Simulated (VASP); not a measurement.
# Ta4C3 (Amm2) in VASP: single point with r2SCAN

Aim: the single point of Ta4C3 with r2SCAN.

Program: VASP 6.6.1. These are calculated values, not measurements. Logs are shortened: lines on timing, memory, paths and dates and some standing lists are left out, and cuts for length are marked.

## Step 1: The cell of the first run

Symmetry: Amm2, No. 38, orthorhombic system. Conventional cell: a = 4.425 Å, b = 4.425 Å, c = 17.699 Å, α = 90.00°, β = 90.00°, γ = 90.00°. Ta (site symmetry mm2) has 1 Ta at 2.21 Å and 4 C at 2.21 Å within 2.9 Å. Within 2.9 Å of Ta (site symmetry mm2) lie 4 C at 2.21 Å. Ta (site symmetry mm2) has 1 Ta at 2.21 Å and 3 C at 2.21 Å within 2.9 Å. Within 2.9 Å of Ta (site symmetry mm2) lie 4 C at 2.21 Å. Ta (site symmetry mm2) has 1 Ta at 2.21 Å and 3 C at 2.21 Å within 2.9 Å. Ta (site symmetry mm2) has 4 C at 2.21 Å within 2.9 Å. Ta (site symmetry mm2) has 6 C at 2.21 Å within 2.9 Å. Within 2.9 Å of Ta (site symmetry mm2) lie 1 Ta at 2.21 Å and 5 C at 2.21 Å.

## Step 2: Single point, r2SCAN (the part above a cut slid along it)

File POSCAR:

```
Ta4C3
1.0
    0.0000000000     -4.4247933841      0.0000000000
    0.0000000000      0.0000000000     -4.4247933841
    8.8495867682     -2.2123966920      0.0000000000
Ta C
8 6
Direct
    0.0625000000      0.5000000000      0.8750000000
    0.3125000000      0.5000000000      0.3750000000
   -0.0625000000      0.5000000000      0.1250000000
   -0.3125000000      0.5000000000      0.6250000000
    0.4375000000      1.0000000000      0.1250000000
    0.1875000000      1.0000000000      0.6250000000
    0.8125000000      1.0000000000      0.3750000000
    0.5625000000      1.0000000000      0.8750000000
   -0.0625000000      1.0000000000      0.1250000000
   -0.3125000000      1.0000000000      0.6250000000
    0.0625000000      1.0000000000      0.8750000000
    0.3125000000      1.0000000000      0.3750000000
    0.8125000000      0.5000000000      0.3750000000
    0.5625000000      0.5000000000      0.8750000000
```

File INCAR.step1:

```
PREC = Accurate ; ENCUT = 520
ISMEAR = 0 ; SIGMA = 0.15
LREAL = F ; LASPH = T
NELM = 100 ; ISYM = 0
NBANDS = 69 ; GGA = PE
ALGO = Normal ; EDIFF = 1E-4
LWAVE = T ; LCHARG = F
KPAR = 4
```

File INCAR.step2:

```
PREC = Accurate ; ENCUT = 520
EDIFF = 1E-7 ; ISMEAR = 0
SIGMA = 0.15 ; LREAL = F
LASPH = T ; NELM = 100
ALGO = Normal ; ISIF = 2
LWAVE = F ; LCHARG = T
METAGGA = R2SCAN ; LMIXTAU = T
LVHAR = T ; ISYM = 0
NBANDS = 69 ; ISTART = 1
KPAR = 4
```

File KPOINTS:

```
Automatic mesh
0
Gamma
  9 9 5
```

Potentials or basis: VASP PAW PBE potentials, release 64 (Ta_pv, C).

On the command line:

```sh
> cat potpaw_PBE.64/Ta_pv/POTCAR potpaw_PBE.64/C/POTCAR > POTCAR
> cp INCAR.step1 INCAR
> mpirun -np 4 vasp_std > vasp.out
> cp INCAR.step2 INCAR
> mpirun -np 4 vasp_std > vasp.out
```

OUTCAR:

```text
PREC = Accurate
   ENCUT = 520
   EDIFF = 1E-7
   ISMEAR = 0
   LREAL = F
   LASPH = T
   NELM = 100
   ISIF = 2
   METAGGA = R2SCAN
   ISYM = 0
   ISTART = 1

 ion  position               nearest neighbor table
   1  0.062  0.500  0.875-   3 2.21  11 2.21  14 2.21  11 2.21  14 2.21   4 3.13   6 3.13   8 3.13
                             6 3.13   8 3.13   8 3.13   8 3.13   4 3.13
   2  0.312  0.500  0.375-  12 2.21  13 2.21  12 2.21  13 2.21   3 3.13   4 3.13   6 3.13   5 3.13
                             6 3.13   7 3.13   7 3.13   7 3.13   5 3.13   7 3.13   4 3.13   3 3.13
   3  0.938  0.500  0.125-   1 2.21   9 2.21  13 2.21   9 2.21   2 3.13   7 3.13   5 3.13   7 3.13
                             5 3.13   5 3.13   5 3.13   2 3.13
   4  0.688  0.500  0.625-  10 2.21  13 2.21  14 2.21  10 2.21   1 3.13   2 3.13   7 3.13   8 3.13
                             6 3.13   7 3.13   8 3.13   6 3.13   6 3.13   6 3.13   2 3.13   1 3.13
   5  0.438  0.000  0.125-   8 2.21   9 2.21  12 2.21   9 2.21   7 3.13   3 3.13   2 3.13   3 3.13
                             3 3.13   2 3.13   3 3.13   7 3.13
   6  0.188  0.000  0.625-  10 2.21  11 2.21  12 2.21  10 2.21   7 3.13   8 3.13   1 3.13   2 3.13
                             1 3.13   2 3.13   4 3.13   4 3.13   4 3.13   4 3.13   7 3.13   8 3.13
   7  0.812  0.000  0.375-   9 2.21  10 2.21  12 2.21  13 2.21  13 2.21  12 2.21   5 3.13   6 3.13
                             4 3.13   2 3.13   3 3.13   4 3.13   2 3.13   2 3.13   3 3.13   2 3.13
   8  0.562  0.000  0.875-   5 2.21  10 2.21  11 2.21  14 2.21  14 2.21  11 2.21   6 3.13   1 3.13
                             4 3.13   4 3.13   1 3.13   1 3.13   1 3.13   6 3.13
   9  0.938  0.000  0.125-   3 2.21   5 2.21   7 2.21   3 2.21   5 2.21
  10  0.688  0.000  0.625-   4 2.21   6 2.21   7 2.21   8 2.21   4 2.21   6 2.21
  11  0.062  0.000  0.875-   1 2.21   6 2.21   8 2.21   1 2.21   8 2.21
  12  0.312  0.000  0.375-   2 2.21   5 2.21   6 2.21   7 2.21   2 2.21   7 2.21
  13  0.812  0.500  0.375-   2 2.21   3 2.21   4 2.21   7 2.21   7 2.21   2 2.21
  14  0.562  0.500  0.875-   1 2.21   4 2.21   8 2.21   8 2.21   1 2.21

IMPORTANT INFORMATION: All symmetrisations will be switched off!
NOSYMM: (Re-)initialisation of all symmetry stuff for point group C_1.

----------------------------------------------------------------------------------------

                                     Primitive cell

  volume of cell :     173.2643

  direct lattice vectors                    reciprocal lattice vectors
     0.000000000 -4.424793384  0.000000000    -0.056499813 -0.225999253  0.000000000
     0.000000000  0.000000000 -4.424793384     0.000000000  0.000000000 -0.225999253
     8.849586768 -2.212396692  0.000000000     0.112999627  0.000000000  0.000000000

  length of vectors
     4.424793384  4.424793384  9.121945247     0.232954698  0.225999253  0.112999627

  position of ions in fractional coordinates (direct lattice)
     0.062500000  0.500000000  0.875000000
     0.312500000  0.500000000  0.375000000
     0.937500000  0.500000000  0.125000000
     0.687500000  0.500000000  0.625000000
     0.437500000  0.000000000  0.125000000
     0.187500000  0.000000000  0.625000000
     0.812500000  0.000000000  0.375000000
     0.562500000  0.000000000  0.875000000
     0.937500000  0.000000000  0.125000000
     0.687500000  0.000000000  0.625000000
     0.062500000  0.000000000  0.875000000
     0.312500000  0.000000000  0.375000000
     0.812500000  0.500000000  0.375000000
     0.562500000  0.500000000  0.875000000

  ion indices of the primitive-cell ions
   primitive index   ion index
                 1           1
                 2           2
                 3           3
                 4           4
                 5           5
                 6           6
                 7           7
                 8           8
                 9           9
                10          10
                11          11
                12          12
                13          13
                14          14

----------------------------------------------------------------------------------------

 KPOINTS: Automatic mesh

Automatic generation of k-mesh.
 Grid dimensions read from file:
 generate k-points for:    9    9    5

 Generating k-lattice:

  Cartesian coordinates                     Fractional coordinates (reciprocal lattice)
    -0.006277757 -0.025111028  0.000000000     0.111111111  0.000000000  0.000000000
     0.000000000  0.000000000 -0.025111028     0.000000000  0.111111111  0.000000000
     0.022599925  0.000000000  0.000000000     0.000000000  0.000000000  0.200000000

  Length of vectors
     0.025883855  0.025111028  0.022599925

  Shift w.r.t. Gamma in fractional coordinates (k-lattice)
     0.000000000  0.000000000  0.000000000

 -----------------------------------------------------------------------------
|                                                                             |
|           W    W    AA    RRRRR   N    N  II  N    N   GGGG   !!!           |
|           W    W   A  A   R    R  NN   N  II  NN   N  G    G  !!!           |
|           W    W  A    A  R    R  N N  N  II  N N  N  G       !!!           |
|           W WW W  AAAAAA  RRRRR   N  N N  II  N  N N  G  GGG   !            |
|           WW  WW  A    A  R   R   N   NN  II  N   NN  G    G                |
|           W    W  A    A  R    R  N    N  II  N    N   GGGG   !!!           |
|                                                                             |
|     Your reciprocal lattice and k-lattice belong to different lattice       |
|     classes:                                                                |
|                                                                             |
|        The reciprocal lattice is base centered orthorhombic,                |
|        whereas your k-lattice is simple monoclinic.                         |
|                                                                             |
|     Results are often still useful ...                                      |
|                                                                             |
 -----------------------------------------------------------------------------

 WARNING: IBZKPT: internal override: KBLOWUP is changed to .FALSE.
      ... skipping the blow-up phase ...

 Subroutine IBZKPT returns following result:
 ===========================================

 Found    203 irreducible k-points:

 Following reciprocal coordinates:
            Coordinates               Weight
  0.000000  0.000000  0.000000      1.000000
  0.111111  0.000000  0.000000      2.000000
  0.222222  0.000000  0.000000      2.000000
  0.333333  0.000000  0.000000      2.000000
  0.444444  0.000000  0.000000      2.000000
  0.000000  0.111111  0.000000      2.000000
[... 16 lines left out ...]
 -0.111111  0.222222 -0.000000      2.000000
  0.000000  0.333333  0.000000      2.000000
 [... further k-points ...]
   k-points           NKPTS =    203   k-points in BZ     NKDIM =    203   number of bands    NBANDS=     69
   number of dos      NEDOS =    301   number of ions     NIONS =     14
   total plane-waves  NPLWV =  90720
   dimension x,y,z NGX =    36 NGY =   36 NGZ =   70
   dimension x,y,z NGXF=    72 NGYF=   72 NGZF=  140
   ions per type =               8   6
   NGX,Y,Z   is equivalent  to a cutoff of  13.53, 13.53, 12.76 a.u.
   NGXF,Y,Z  is equivalent  to a cutoff of  27.05, 27.05, 25.51 a.u.
 SYSTEM =  unknown system
   PREC   = accura    normal or accurate (medium, high low for compatibility)
   ISTART =      1    job   : 0-new  1-cont  2-samecut
   ICHARG =      0    charge: 1-file 2-atom 10-const
   ISPIN  =      1    spin polarized calculation?
   LNONCOLLINEAR =      F non collinear calculations
   LSORBIT =      F    spin-orbit coupling
   LASPH  =      T    aspherical Exc in radial PAW
   ENCUT  =  520.0 eV  38.22 Ry    6.18 a.u.   8.23  8.23 16.96*2*pi/ulx,y,z
   NELM   =    100;   NELMIN=  2; NELMDL=  0     # of ELM steps
   EDIFF  = 0.1E-06   stopping-criterion for ELM
   LREAL  =      F    real-space projection
   EDIFFG = 0.1E-05   stopping-criterion for IOM
   NSW    =      0    number of steps for IOM
   IBRION =     -1    ionic relax: 0-MD 1-quasi-New 2-CG
   NFREE  =      0    steps in history (QN), initial steepest desc. (CG)
   ISIF   =      2    stress and relaxation
   ISYM   =      0    0-nonsym 1-usesym 2-fastsym
   POTIM  = 0.5000    time-step for ionic-motion
   TEBEG  =    0.0;   TEEND  =   0.0 temperature during run
   PSTRESS=    0.0 pullay stress
   NELECT =     112.0000    total number of electrons
   NUPDOWN=      -1.0000    fix difference up-down
   EMIN   =  10.00;   EMAX   =-10.00  energy-range for DOS
   EFERMI =   0.00;   METHOD = LEGACY
   ISMEAR =     0;   SIGMA  =   0.15  broadening in eV -4-tet -1-fermi 0-gaus
   EFERMI_NEDOS =   21; number of points for ismear=-14 and -15
   IALGO  =     38    algorithm
   IMIX   =      4    mixing-type and parameters
     AMIX     =   0.40;   BMIX     =  1.00
     AMIX_MAG =   1.60;   BMIX_MAG =  1.00
  volume/ion in A,a.u.               =      12.38        83.52
  Fermi-wavevector in a.u.,A,eV,Ry     =   1.415504  2.674915 27.261344  2.003652
  Thomas-Fermi vector in A             =   2.536936
   LORBIT       =      0    0 simple, 1 ext, 2 COOP (PROOUT), +10 PAW based schemes
   METAGGA = R2SCAN    functional components
   LHFCALC =     F    Hartree Fock is set to
   AEXX    =    0.0000 exact exchange contribution
   IVDW    =     0    specifies the selected vdW correction
   LEPSILON=     F    determine dielectric tensor
   LRPA    =     F    only Hartree local field effects (RPA)
 non-spin polarized calculation
 Gauss-broadening in eV      SIGMA  =   0.15
  energy-cutoff  :      520.00
  volume of cell :      173.26
 maximum number of plane-waves:      4693
 NGX is ok and might be reduce to    36
   NGX = 17   NGY = 17   NGZ = 33

 number of electron     112.0000026 magnetization

 Free energy of the ion-electron system (eV)
  ---------------------------------------------------
  ext. energy  EPLUGINS =         0.00000000
  ---------------------------------------------------
  free energy    TOTEN  =      -444.25202450 eV

  energy without entropy =     -444.15805273  energy(sigma->0) =     -444.20503861

 E-fermi :   7.1040     XC(G=0): -13.9411

 val. band max:        7.1025652229   @ k =  -0.2222  -0.1111   0.2000
 cond. band min:       7.1064241497   @ k =   0.0000  -0.3333   0.2000
 fundamental gap:      0.0038589268
 Fermi energy:         7.1040446790

 k-point     1 :       0.0000    0.0000    0.0000
  band No.  band energies     occupation
      1     -30.6100      2.00000
      2     -30.2087      2.00000
      3     -29.4512      2.00000
      4     -29.4453      2.00000
      5     -29.3538      2.00000
      6     -29.0403      2.00000
[... 60 lines left out ...]
     67       9.5539      0.00000
     68       9.8778      0.00000
[... 1631 lines left out ...]
     67      10.4273      0.00000
     68      10.6896      0.00000

 [... further k-points ...]

 [bands above 68 left out]

------------------------ aborting loop because EDIFF is reached ----------------------------------------

  FORCE on cell =-STRESS in cart. coord.  units (eV):
  Direction    XX          YY          ZZ          XY          YZ          ZX
  --------------------------------------------------------------------------------------
  -------------------------------------------------------------------------------------
  Total       40.1440947     -0.7686287      0.2805867     -0.0043126      0.0000004     -0.0000002
  in kB      371.2130771     -7.1075220      2.5945900     -0.0398785      0.0000038     -0.0000018
  external PRESSURE =     122.2333817 kB  Pullay stress =       0.0000000 kB

 VOLUME and BASIS-vectors are now :
 -----------------------------------------------------------------------------
  energy-cutoff  :      520.00
  volume of cell :      173.26
      direct lattice vectors                 reciprocal lattice vectors
     0.000000000 -4.424793384  0.000000000    -0.056499813 -0.225999253  0.000000000
     0.000000000  0.000000000 -4.424793384     0.000000000  0.000000000 -0.225999253
     8.849586768 -2.212396692  0.000000000     0.112999627  0.000000000  0.000000000

 POSITION                                       TOTAL-FORCE (eV/Angst)
 -----------------------------------------------------------------------------------
      7.74339     -2.21240     -2.21240        -8.462359     -0.003301      0.000000
      3.31860     -2.21240     -2.21240        -0.286106      0.000051      0.000000
      1.10620     -4.42479     -2.21240         8.612457      0.003629     -0.000000
      5.53099     -4.42479     -2.21240         0.368079     -0.000079      0.000000
      1.10620     -2.21240      0.00000         9.556337     -0.003853      0.000000
      5.53099     -2.21240      0.00000        -0.260961      0.000791     -0.000000
      3.31860     -4.42479      0.00000         0.094295     -0.000720     -0.000000
      7.74339     -4.42479      0.00000        -9.723617      0.008093     -0.000000
      1.10620     -4.42479      0.00000         1.891177     -0.000849     -0.000000
      5.53099     -4.42479      0.00000        -0.089067     -0.001407     -0.000000
      7.74339     -2.21240      0.00000        -2.032441     -0.003742      0.000000
      3.31860     -2.21240      0.00000        -0.134729      0.001587     -0.000000
      3.31860     -4.42479     -2.21240        -0.047585     -0.001643     -0.000000
      7.74339     -4.42479     -2.21240         0.514520      0.001443      0.000000
 -----------------------------------------------------------------------------------
    total drift:                               -0.000454     -0.000030      0.000000

  FREE ENERGIE OF THE ION-ELECTRON SYSTEM (eV)
  ---------------------------------------------------
  free  energy   TOTEN  =      -444.2520244967 eV

  energy  without entropy=     -444.1580527285  energy(sigma->0) =     -444.20503861
```

Wall time 21 min (4 MPI ranks of Intel Xeon 6975P-C (Granite Rapids), shared host); peak memory 1.5 GiB.

Results:

* Free energy: -444.2520 eV
* Pressure: 12.2 GPa
* Largest force: 9.724 eV/Å
* Band gap on the k mesh: zero (bands 56 and 57 overlap by 0.85 eV)

Forces on the atoms (eV/Å):
```
Ta  -8.462 -0.003  0.000
Ta  -0.286  0.000  0.000
Ta   8.612  0.004  0.000
Ta   0.368  0.000  0.000
Ta   9.556 -0.004  0.000
Ta  -0.261  0.001  0.000
Ta   0.094 -0.001  0.000
Ta  -9.724  0.008  0.000
C    1.891 -0.001  0.000
C   -0.089 -0.001  0.000
C   -2.032 -0.004  0.000
C   -0.135  0.002  0.000
C   -0.048 -0.002  0.000
C    0.515  0.001  0.000
```

Caveat: the cell differs from its parent crystal (the part above a cut slid along it); the stress differs along the axes, from -1 to 37 GPa; the PAW data sets were made with another functional, which shifts forces and pressure a little; spin-orbit coupling is left out, which moves the levels of the heavy elements.
